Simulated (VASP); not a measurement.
## PtSe2 (Sudovikovite): single point with LDA

The system is PtSe2 (Sudovikovite).

```
CELL_PARAMETERS angstrom
3.72400 0.00000 0.00000
-1.86200 3.22508 0.00000
0.00000 0.00000 5.06200
ATOMIC_POSITIONS crystal
Pt 0.00000 0.00000 0.00000
Se 0.66667 0.33333 0.75000
Se 0.33333 0.66667 0.25000
```

- Program: VASP 6.6.1
- Task: single point
- Functional: LDA
- Potentials or basis: VASP PAW LDA potentials, release 64 (Pt, Se)
- Cutoff: 520 eV
- k mesh: 8 × 8 × 5
- Occupations: fermi-dirac, width 0.05 eV
- Spin: no spin polarisation

| Item | Value |
| --- | --- |
| Pressure | -0.1 GPa |
| Largest force | 0.248 eV/Å |
| Band gap on the k mesh | zero (band 11 reaches 6.91 eV, above the bottom of band 12 at 6.57 eV) |

Forces in eV/Å, atoms in the order of the input:
```
Pt   0.000  0.000  0.000
Se   0.000  0.000 -0.248
Se   0.000  0.000  0.248
```

Stress tensor (GPa, compression positive):
```
 0.33  0.00  0.00
 0.00  0.33  0.00
 0.00  0.00 -0.85
```

Levels at points of the mesh, in eV from the Fermi level:
| k point | band 9 | band 10 | band 11 | band 12 | band 13 | band 14 |
| --- | --- | --- | --- | --- | --- | --- |
| (0.00, 0.00, 0.00) | -1.07 | -1.07 | 0.39 | 1.44 | 1.44 | 3.50 |
| (0.50, 0.00, 0.00) | -3.52 | -3.44 | -3.00 | 0.61 | 2.33 | 4.72 |

It took 14 s on 1 thread of Intel(R) Xeon(R) 6975P-C (Granite Rapids), with other jobs on the host, peak memory 0.18 GiB.

Caveat: spin-orbit coupling is left out, which moves the levels of the heavy elements.
